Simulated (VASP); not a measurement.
# Si (a cell with a defect) in VASP: relaxation of the atoms with PBEsol

Aim: the relaxation of the atoms of Si (a cell with a defect) with PBEsol.

Program: VASP 6.6.1. These are calculated values, not measurements. Logs are shortened: lines on timing, memory, paths and dates and some standing lists are left out, and cuts for length are marked.

### Step 1. The cell of the first run

The cell holds a defect, 31 atoms: a = 9.412 Å, b = 9.412 Å, c = 9.412 Å, α = 109.47°, β = 109.47°, γ = 109.47°.

### Step 2. Relaxation of the atoms, PBEsol (atoms taken out)

INCAR reads:

```
SYSTEM = Si
ALGO = Normal ; EDIFF = 1E-7
EDIFFG = -0.02 ; ENCUT = 450
GGA = PS ; GGA_COMPAT = .False.
IBRION = 2 ; ISIF = 2
ISMEAR = 0 ; LASPH = .True.
LCHARG = .False. ; LREAL = Auto
LWAVE = .False. ; NELM = 120
NELMIN = 4 ; NSW = 80
PREC = Accurate ; SIGMA = 0.02
```

KPOINTS reads:

```
Automatic mesh
0
Gamma
  2 2 2
  0.5 0.5 0.5
```

POSCAR reads:

```
Si
1.0
   -5.4338342764      5.4338342764     -5.4338342764
    5.4338342764     -5.4338342764     -5.4338342764
   -5.4338342764     -5.4338342764      5.4338342764
Si
31
Direct
    0.5000000000      0.0000000000      0.2500000000
    0.2500000000      1.0000000000      0.5000000000
    1.0000000000      1.0000000000      0.7500000000
    0.7500000000      0.7500000000      0.2500000000
    0.7500000000      1.0000000000      1.0000000000
    0.5000000000      0.7500000000      0.5000000000
    0.2500000000      0.7500000000      0.7500000000
    0.0000000000      0.5000000000      0.2500000000
    1.0000000000      0.7500000000      1.0000000000
    0.7500000000      0.5000000000      0.5000000000
    0.5000000000      0.5000000000      0.7500000000
    0.2500000000      0.2500000000      0.2500000000
    0.2500000000      0.5000000000      0.0000000000
    1.0000000000      0.2500000000      0.5000000000
    0.7500000000      0.2500000000      0.7500000000
    0.5000000000      0.2500000000      0.0000000000
    0.7500000000      0.2500000000      0.5000000000
    0.5000000000      0.2500000000      0.7500000000
    0.2500000000      0.2500000000      0.0000000000
    0.0000000000      0.0000000000      0.5000000000
    0.0000000000      0.2500000000      0.2500000000
    0.7500000000      0.0000000000      0.7500000000
    0.2500000000      0.7500000000      0.5000000000
    0.2500000000      0.0000000000      0.2500000000
    0.0000000000      0.7500000000      0.7500000000
    0.7500000000      0.7500000000      0.0000000000
    0.5000000000      0.5000000000      0.5000000000
    0.5000000000      0.7500000000      0.2500000000
    0.2500000000      0.5000000000      0.7500000000
    0.0000000000      0.5000000000      0.0000000000
    0.7500000000      0.5000000000      0.2500000000
```

Potentials or basis: VASP PAW PBE potentials, release 64 (Si).

The run is started by

```console
cat potpaw_PBE.64/Si/POTCAR > POTCAR
mpirun -np 1 vasp_std > vasp.out
```

OUTCAR:

```text
SYSTEM = Si
   EDIFF = 1E-7
   EDIFFG = -0.02
   ENCUT = 450
   GGA = PS
   IBRION = 2
   ISIF = 2
   ISMEAR = 0
   LASPH = .True.
   LREAL = Auto
   NELM = 120
   NELMIN = 4
   NSW = 80
   PREC = Accurate

 ion  position               nearest neighbor table
   1  0.500  0.000  0.250-  17 2.35  24 2.35  28 2.35
   2  0.250  0.000  0.500-  18 2.35  20 2.35  23 2.35  24 2.35
   3  0.000  0.000  0.750-  19 2.35  20 2.35  22 2.35  25 2.35
   4  0.750  0.750  0.250-  20 2.35  26 2.35  28 2.35  31 2.35
   5  0.750  0.000  0.000-  21 2.35  22 2.35  26 2.35
   6  0.500  0.750  0.500-  22 2.35  23 2.35  27 2.35  28 2.35
   7  0.250  0.750  0.750-  23 2.35  25 2.35  29 2.35
   8  0.000  0.500  0.250-  21 2.35  23 2.35  30 2.35  31 2.35
   9  0.000  0.750  0.000-  24 2.35  25 2.35  26 2.35  30 2.35
  10  0.750  0.500  0.500-  17 2.35  25 2.35  27 2.35  31 2.35
  11  0.500  0.500  0.750-  18 2.35  26 2.35  27 2.35  29 2.35
  12  0.250  0.250  0.250-  19 2.35  21 2.35  24 2.35  27 2.35
  13  0.250  0.500  0.000-  19 2.35  28 2.35  29 2.35  30 2.35
  14  0.000  0.250  0.500-  17 2.35  20 2.35  21 2.35  29 2.35
  15  0.750  0.250  0.750-  17 2.35  18 2.35  22 2.35  30 2.35
  16  0.500  0.250  0.000-  18 2.35  19 2.35  31 2.35
  17  0.750  0.250  0.500-   1 2.35  10 2.35  14 2.35  15 2.35
  18  0.500  0.250  0.750-   2 2.35  11 2.35  15 2.35  16 2.35
  19  0.250  0.250  0.000-   3 2.35  12 2.35  13 2.35  16 2.35
  20  0.000  0.000  0.500-   2 2.35   3 2.35   4 2.35  14 2.35
  21  0.000  0.250  0.250-   5 2.35   8 2.35  12 2.35  14 2.35
  22  0.750  0.000  0.750-   3 2.35   5 2.35   6 2.35  15 2.35
  23  0.250  0.750  0.500-   2 2.35   6 2.35   7 2.35   8 2.35
  24  0.250  0.000  0.250-   1 2.35   2 2.35   9 2.35  12 2.35
  25  0.000  0.750  0.750-   3 2.35   7 2.35   9 2.35  10 2.35
  26  0.750  0.750  0.000-   4 2.35   5 2.35   9 2.35  11 2.35
  27  0.500  0.500  0.500-   6 2.35  10 2.35  11 2.35  12 2.35
  28  0.500  0.750  0.250-   1 2.35   4 2.35   6 2.35  13 2.35
  29  0.250  0.500  0.750-   7 2.35  11 2.35  13 2.35  14 2.35
  30  0.000  0.500  0.000-   8 2.35   9 2.35  13 2.35  15 2.35
  31  0.750  0.500  0.250-   4 2.35   8 2.35  10 2.35  16 2.35

  LATTYP: Found a body centered cubic cell.
 ALAT       =    10.8676685528

  Lattice vectors:

 A1 = (  -5.4338342764,   5.4338342764,  -5.4338342764)
 A2 = (   5.4338342764,  -5.4338342764,  -5.4338342764)
 A3 = (  -5.4338342764,  -5.4338342764,   5.4338342764)

Analysis of symmetry for initial positions (statically):
=====================================================================
 Subroutine PRICEL returns:
 Original cell was already a primitive cell.

 Routine SETGRP: Setting up the symmetry group for a
 body centered cubic supercell.

 Subroutine GETGRP returns: Found 24 space group operations
 (whereof  6 operations were pure point group operations)
 out of a pool of 48 trial point group operations.

The static configuration has the point symmetry C_3v.
 The point group associated with its full space group is T_d .

Analysis of symmetry for dynamics (positions and initial velocities):
=====================================================================
 Subroutine PRICEL returns:
 Original cell was already a primitive cell.

 Routine SETGRP: Setting up the symmetry group for a
 body centered cubic supercell.

 Subroutine GETGRP returns: Found 24 space group operations
 (whereof  6 operations were pure point group operations)
 out of a pool of 48 trial point group operations.

The dynamic configuration has the point symmetry C_3v.
 The point group associated with its full space group is T_d .

 Subroutine INISYM returns: Found 24 space group operations
 (whereof  6 operations are pure point group operations),
 and found     1 'primitive' translations

----------------------------------------------------------------------------------------

                                     Primitive cell

  volume of cell :     641.7696

  direct lattice vectors                    reciprocal lattice vectors
    -5.433834276  5.433834276 -5.433834276    -0.092016056  0.000000000 -0.092016056
     5.433834276 -5.433834276 -5.433834276     0.000000000 -0.092016056 -0.092016056
    -5.433834276 -5.433834276  5.433834276    -0.092016056 -0.092016056  0.000000000

  length of vectors
     9.411677047  9.411677047  9.411677047     0.130130355  0.130130355  0.130130355

  position of ions in fractional coordinates (direct lattice)
     0.500000000  0.000000000  0.250000000
[... 94 lines left out ...]
 -0.250000  0.250000  0.250000      6.000000
   k-points           NKPTS =      2   k-points in BZ     NKDIM =      2   number of bands    NBANDS=     78
   number of dos      NEDOS =    301   number of ions     NIONS =     31
   total plane-waves  NPLWV = 343000
   dimension x,y,z NGX =    70 NGY =   70 NGZ =   70
   dimension x,y,z NGXF=   140 NGYF=  140 NGZF=  140
   ions per type =              31
   NGX,Y,Z   is equivalent  to a cutoff of  12.36, 12.36, 12.36 a.u.
   NGXF,Y,Z  is equivalent  to a cutoff of  24.73, 24.73, 24.73 a.u.
 SYSTEM =  Si
   PREC   = accura    normal or accurate (medium, high low for compatibility)
   ISTART =      0    job   : 0-new  1-cont  2-samecut
   ICHARG =      2    charge: 1-file 2-atom 10-const
   ISPIN  =      1    spin polarized calculation?
   LNONCOLLINEAR =      F non collinear calculations
   LSORBIT =      F    spin-orbit coupling
   LASPH  =      T    aspherical Exc in radial PAW
   ENCUT  =  450.0 eV  33.07 Ry    5.75 a.u.  16.28 16.28 16.28*2*pi/ulx,y,z
   NELM   =    120;   NELMIN=  4; NELMDL= -5     # of ELM steps
   EDIFF  = 0.1E-06   stopping-criterion for ELM
   LREAL  =      T    real-space projection
   EDIFFG = -.2E-01   stopping-criterion for IOM
   NSW    =     80    number of steps for IOM
   IBRION =      2    ionic relax: 0-MD 1-quasi-New 2-CG
   NFREE  =      1    steps in history (QN), initial steepest desc. (CG)
   ISIF   =      2    stress and relaxation
   ISYM   =      2    0-nonsym 1-usesym 2-fastsym
   POTIM  = 0.5000    time-step for ionic-motion
   TEBEG  =    0.0;   TEEND  =   0.0 temperature during run
   PSTRESS=    0.0 pullay stress
   NELECT =     124.0000    total number of electrons
   NUPDOWN=      -1.0000    fix difference up-down
   EMIN   =  10.00;   EMAX   =-10.00  energy-range for DOS
   EFERMI =   0.00;   METHOD = LEGACY
   ISMEAR =     0;   SIGMA  =   0.02  broadening in eV -4-tet -1-fermi 0-gaus
   EFERMI_NEDOS =   21; number of points for ismear=-14 and -15
   IALGO  =     38    algorithm
   IMIX   =      4    mixing-type and parameters
     AMIX     =   0.40;   BMIX     =  1.00
     AMIX_MAG =   1.60;   BMIX_MAG =  1.00
  volume/ion in A,a.u.               =      20.70       139.71
  Fermi-wavevector in a.u.,A,eV,Ry     =   0.946431  1.788495 12.187172  0.895732
  Thomas-Fermi vector in A             =   2.074428
   LORBIT       =      0    0 simple, 1 ext, 2 COOP (PROOUT), +10 PAW based schemes
   GGA     = PS    functional components
   LHFCALC =     F    Hartree Fock is set to
   AEXX    =    0.0000 exact exchange contribution
   IVDW    =     0    specifies the selected vdW correction
   LEPSILON=     F    determine dielectric tensor
   LRPA    =     F    only Hartree local field effects (RPA)
 conjugate gradient relaxation of ions
 non-spin polarized calculation
 Gauss-broadening in eV      SIGMA  =   0.02
  energy-cutoff  :      450.00
  volume of cell :      641.77
 maximum number of plane-waves:     13923
 NGX is ok and might be reduce to    70
   NGX = 33   NGY = 33   NGZ = 33

--------------------------------------- Ionic step        1  -------------------------------------------

 number of electron     123.9999994 magnetization

 Free energy of the ion-electron system (eV)
  ---------------------------------------------------
  ext. energy  EPLUGINS =         0.00000000
  ---------------------------------------------------
  free energy    TOTEN  =      -174.16193754 eV

  energy without entropy =     -174.15133726  energy(sigma->0) =     -174.15663740

------------------------ aborting loop because EDIFF is reached ----------------------------------------

  FORCE on cell =-STRESS in cart. coord.  units (eV):
  Direction    XX          YY          ZZ          XY          YZ          ZX
  --------------------------------------------------------------------------------------
  -------------------------------------------------------------------------------------
  Total       -2.5621744     -2.5621744     -2.5621744      0.0000000     -0.0000000     -0.0000000
  in kB       -6.3964663     -6.3964663     -6.3964663      0.0000000     -0.0000000     -0.0000000
  external PRESSURE =      -6.3964663 kB  Pullay stress =       0.0000000 kB
[... 176 lines left out ...]
  FREE ENERGIE OF THE ION-ELECTRON SYSTEM (eV)
  ---------------------------------------------------
  free  energy   TOTEN  =      -174.1892096184 eV

  energy  without entropy=     -174.1786093407  energy(sigma->0) =     -174.18390948

[... ionic steps 4 to 7 ...]

--------------------------------------- Ionic step        8  -------------------------------------------

 number of electron     123.9999999 magnetization

------------------------ aborting loop because EDIFF is reached ----------------------------------------
[... 125 lines left out ...]
--------------------------------------- Ionic step       10  -------------------------------------------

 number of electron     123.9999999 magnetization

 Free energy of the ion-electron system (eV)
  ---------------------------------------------------
  ext. energy  EPLUGINS =         0.00000000
  ---------------------------------------------------
  free energy    TOTEN  =      -174.26095956 eV

  energy without entropy =     -174.25035929  energy(sigma->0) =     -174.25565942

 E-fermi :   5.6762     XC(G=0):  -9.4457

 val. band max:        5.3354734305   @ k =  -0.2500   0.2500   0.2500
 cond. band min:       5.6898904690   @ k =  -0.2500   0.2500   0.2500
 fundamental gap:      0.3544170385
 Fermi energy:         5.6762090660

 k-point     1 :       0.2500    0.2500    0.2500
  band No.  band energies     occupation
      1      -5.6369      2.00000
      2      -5.6369      2.00000
      3      -5.6369      2.00000
      4      -5.3898      2.00000
      5      -3.7589      2.00000
      6      -3.7589      2.00000
[... 66 lines left out ...]
     73       7.1382      0.00000
     74       7.1679      0.00000

 k-point     2 :      -0.2500    0.2500    0.2500
  band No.  band energies     occupation
      1      -6.1072      2.00000
      2      -5.1086      2.00000
      3      -5.1036      2.00000
      4      -5.1036      2.00000
      5      -4.9094      2.00000
      6      -4.2666      2.00000
[... 66 lines left out ...]
     73       7.8152      0.00000
     74       7.9046      0.00000
 [bands above 74 left out]

------------------------ aborting loop because EDIFF is reached ----------------------------------------

  FORCE on cell =-STRESS in cart. coord.  units (eV):
  Direction    XX          YY          ZZ          XY          YZ          ZX
  --------------------------------------------------------------------------------------
  -------------------------------------------------------------------------------------
  Total       -6.3355330     -6.3355330     -6.3355330      0.0000000     -0.0000000     -0.0000000
  in kB      -15.8166527    -15.8166527    -15.8166527      0.0000000     -0.0000000     -0.0000000
  external PRESSURE =     -15.8166527 kB  Pullay stress =       0.0000000 kB
[... 46 lines left out ...]
  FREE ENERGIE OF THE ION-ELECTRON SYSTEM (eV)
  ---------------------------------------------------
  free  energy   TOTEN  =      -174.2609595631 eV

  energy  without entropy=     -174.2503592854  energy(sigma->0) =     -174.25565942

 reached required accuracy - stopping structural energy minimisation
```

Wall time 21 min (1 thread of Intel Xeon Platinum 8259CL at 2.50GHz (Skylake/Cascade Lake), shared host); peak memory 0.74 GiB.

What came out:

```
Free energy                  : -174.2610 eV
Energy gained by relaxing    : 3.2 meV/atom
Ionic steps                  : 10
Pressure after relaxing      : -1.6 GPa
Largest force after relaxing : 0.006 eV/Å
Band gap on the k mesh       : zero (bands 62 and 63 overlap by 0.17 eV)
```

Forces on the atoms (eV/Å):
```
Si  -0.001 -0.001  0.001
Si   0.002 -0.004  0.004
Si   0.002  0.004 -0.004
Si  -0.002 -0.004 -0.004
Si  -0.001  0.001 -0.001
Si  -0.004  0.002  0.004
Si   0.001  0.001  0.001
Si   0.004  0.004 -0.002
Si  -0.004  0.004  0.002
Si   0.004 -0.002  0.004
Si   0.004  0.002 -0.004
Si  -0.004 -0.002 -0.004
Si   0.004 -0.004  0.002
Si  -0.002  0.004  0.004
Si  -0.004 -0.004 -0.002
Si   0.001 -0.001 -0.001
Si  -0.002 -0.002 -0.006
Si   0.002  0.006 -0.002
Si   0.002 -0.002  0.006
Si   0.000  0.000  0.000
Si  -0.002 -0.006 -0.002
Si   0.006  0.002 -0.002
Si   0.002  0.002 -0.006
Si   0.006 -0.002  0.002
Si   0.002 -0.006  0.002
Si  -0.002  0.002  0.006
Si   0.000  0.000  0.000
Si  -0.002  0.006  0.002
Si  -0.006  0.002  0.002
Si   0.000  0.000  0.000
Si  -0.006 -0.002 -0.002
```

The path:
```
step  energy change (eV)  largest force (eV/Å)  pressure (GPa)
   1              0.0000                0.1855           -0.64
   2             -0.0217                0.1978           -0.70
   3             -0.0273                0.2162           -0.73
   4             -0.0467                0.2118           -0.84
   5             -0.0725                0.1922           -1.16
   6             -0.0872                0.1281           -1.29
   7             -0.0982                0.0331           -1.52
   8             -0.0985                0.0343           -1.56
   9             -0.0985                0.0356           -1.57
  10             -0.0990                0.0064           -1.58
```

Final structure:
```cif
data_structure
_symmetry_space_group_name_H-M 'P 1'
_symmetry_Int_Tables_number 1
_cell_length_a 9.4117
_cell_length_b 9.4117
_cell_length_c 9.4117
_cell_angle_alpha 109.471
_cell_angle_beta 109.471
_cell_angle_gamma 109.471
_cell_volume 641.77
loop_
_atom_site_label
_atom_site_type_symbol
_atom_site_fract_x
_atom_site_fract_y
_atom_site_fract_z
_atom_site_occupancy
Si1 Si 0.50000 0.00000 0.23411 1
Si2 Si 0.25151 0.00000 0.49937 1
Si3 Si 0.99937 0.00000 0.75151 1
Si4 Si 0.74849 0.74786 0.24849 1
Si5 Si 0.73411 0.00000 0.00000 1
Si6 Si 0.50000 0.75151 0.49937 1
Si7 Si 0.26589 0.76589 0.76589 1
Si8 Si 0.00063 0.50063 0.25214 1
Si9 Si 0.99937 0.75151 0.00000 1
Si10 Si 0.75214 0.50063 0.50063 1
Si11 Si 0.50000 0.49937 0.75151 1
Si12 Si 0.24786 0.24849 0.24849 1
Si13 Si 0.25151 0.49937 0.00000 1
Si14 Si 0.00063 0.25214 0.50063 1
Si15 Si 0.74849 0.24849 0.74786 1
Si16 Si 0.50000 0.23411 0.00000 1
Si17 Si 0.74690 0.24690 0.49413 1
Si18 Si 0.50000 0.24723 0.75310 1
Si19 Si 0.25310 0.24723 0.00000 1
Si20 Si 0.00000 0.00000 0.50000 1
Si21 Si 0.99413 0.24690 0.24690 1
Si22 Si 0.74723 0.00000 0.75310 1
Si23 Si 0.25277 0.75277 0.50587 1
Si24 Si 0.25310 0.00000 0.24723 1
Si25 Si 0.00587 0.75277 0.75277 1
Si26 Si 0.74723 0.75310 0.00000 1
Si27 Si 0.50000 0.50000 0.50000 1
Si28 Si 0.50000 0.75310 0.24723 1
Si29 Si 0.25277 0.50587 0.75277 1
Si30 Si 0.00000 0.50000 0.00000 1
Si31 Si 0.74690 0.49413 0.24690 1
```

Caveat: the k points lie up to 0.41 Å⁻¹ apart; the cell differs from its parent crystal (atoms taken out); the PAW data sets were made with another functional, which shifts forces and pressure a little.

The gap in the log of VASP goes by the Fermi energy; the results here count the filled bands.